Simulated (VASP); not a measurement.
Here is a VASP 6.6.1 calculation.

File INCAR:

```
SYSTEM = BN
PREC = Accurate
ENCUT = 520
EDIFF = 1E-6
ISMEAR = -1
SIGMA = 0.08
LREAL = .False.
LASPH = .True.
NELM = 60
ALGO = Normal
ISIF = 2
LWAVE = .False.
LCHARG = .False.
GGA = PE
NBANDS = 16
```

The input KPOINTS:

```
regular mesh
0
Gamma
  14 14 8
  0 0 0
```

Contents of POSCAR:

```
BN
1.0
    2.1620727020      0.0000000000      0.0000000000
   -1.0810363510      1.8724098848      0.0000000000
    0.0000000000      0.0000000000      3.6068118251
B N
2 2
Direct
    0.3333333333      0.6666666667      0.0025862379
    0.6666666667      0.3333333333      0.5025862379
    0.3333333333      0.6666666667      0.3734137621
    0.6666666667      0.3333333333      0.8734137621
```

Potentials or basis: VASP PAW PBE potentials, release 64 (B, N).

Launch:

```console
$ cat potpaw_PBE.64/B/POTCAR potpaw_PBE.64/N/POTCAR > POTCAR
$ mpirun -np 1 vasp_std > vasp.out
```

**Question.** Predict the band gap on the k mesh.

**Answer.** 3.54 eV, indirect (least direct gap 10.22 eV).

**Question.** Estimate the largest force.

**Answer.** 0.005 eV/Å.

Forces on the atoms (eV/Å):
```
B    0.000  0.000  0.005
B    0.000  0.000  0.005
N    0.000  0.000 -0.005
N    0.000  0.000 -0.005
```

A k mesh can miss the band edges.
